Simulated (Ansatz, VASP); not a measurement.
# Two plane-wave programs on Mo

Contents of INCAR:

```
SYSTEM = Mo
PREC = Accurate
ENCUT = 520
EDIFF = 1E-6
ISMEAR = 0
SIGMA = 0.15
LREAL = .False.
LASPH = .True.
NELM = 100
ALGO = Fast
ISIF = 2
LWAVE = .False.
LCHARG = .True.
GGA = PS
LELF = .True.
LVHAR = .True.
NBANDS = 13
```

Contents of KPOINTS:

```
regular mesh
0
Gamma
  18 18 18
  0 0 0
```

The input POSCAR:

```
Mo
1.0
    2.6671226373      0.0000000000      0.0000000000
   -1.3335613186      2.3097959589      0.0000000000
    0.0000000000      0.0000000000      2.4274216650
Mo
1
Direct
    0.0000000000      0.0000000000      0.5000000000
```

Input for Ansatz:

```yaml
crystal:
  lattice:
    - [2.6671226373, 0.0, 0.0]
    - [-1.3335613186, 2.3097959589, 0.0]
    - [0.0, 0.0, 2.427421665]
  atoms:
    - { symbol: Mo, position: [0.0, 0.0, 0.5] }
basis:
  ecutwfc: 420
kpoints:
  mp_grid: { grid: [18, 18, 18] }
hamiltonian:
  xc: pbesol
scf:
  occupations: { method: gaussian, width: 0.15 }
output:
  forces: true
  stress: true
  eigenvalues: true
```

Change from the starting cell: strain -0.025 along x and y, -0.050 along z, atoms carried along.

Alike in both runs: task single point; functional PBEsol; k mesh 18 × 18 × 18; occupations gaussian, width 0.15 eV; no spin polarisation.

|  | VASP | Ansatz |
| --- | --- | --- |
| version | VASP 6.6.1 | Ansatz 0.2.0 |
| potentials or method | VASP PAW PBE potentials, release 64 (Mo_sv), cutoff 520 eV | scalar-relativistic, plane waves, PAW |
| valence electrons in the cell | 14 | 14 |

```csv
,VASP,Ansatz,Ansatz less VASP
gap on the k mesh at the Fermi level (eV),none,none,-
pressure (GPa),23.5,22.6,-0.90
"traceless stress, the component that is largest in VASP (GPa)",0.98,0.56,-0.427
```

VASP's potentials were made for PBE, not for PBEsol. A gap of «none» marks a metal or a gap that the smearing closes. With one functional, cell and mesh, what is left measures potentials, basis and numerics.
